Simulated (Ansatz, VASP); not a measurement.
**Two plane-wave programs on BiTe**

```
Bi Te
1.0
     0.00000    3.25119    3.02361
     3.25119    0.00000    3.02361
     3.25119    3.25119    0.00000
Bi Te
1 1
Direct
  0.01017 0.01017 0.98983
  0.48334 0.48334 0.51666
```

Change from the starting cell: mode 6 frozen in at -0.108 Å, normal strain along z -0.0700.

Alike in both runs: task single point; functional PBE; k mesh 12 × 12 × 12; occupations gaussian, width 0.15 eV; no spin polarisation.

|  | VASP | Ansatz |
| --- | --- | --- |
| version | VASP 6.6.1 | Ansatz 0.2.0 |
| potentials or method | VASP PAW PBE potentials, release 64 (Bi_d, Te), cutoff 520 eV | scalar-relativistic, plane waves, PAW |
| valence electrons in the cell | 21 | 31 |

VASP gave:

| Property | Result |
| --- | --- |
| gap on the k mesh at the Fermi level (eV) | none |
| pressure (GPa) | 5.4 |
| traceless stress, the component that is largest in VASP (GPa) | 6.31 |
| rms of the force components (eV/Å) | 0.497 |

Problem. Which values does Ansatz return?

Solution. gap on the k mesh at the Fermi level (eV): none; pressure (GPa): 5.4; traceless stress, the component that is largest in VASP (GPa): 6.30; rms of the force components (eV/Å): 0.493.

Atom by atom the forces differ by 0.005 eV/Å (rms over components). A gap of «none» marks a metal or a gap that the smearing closes. The functional is the same, so the differences come from potentials, cutoffs and numerics. VASP's potentials hold 21 valence electrons a cell and Ansatz's 31, so a difference there can come from the potentials and not from the codes.

Spin-orbit coupling is off throughout.
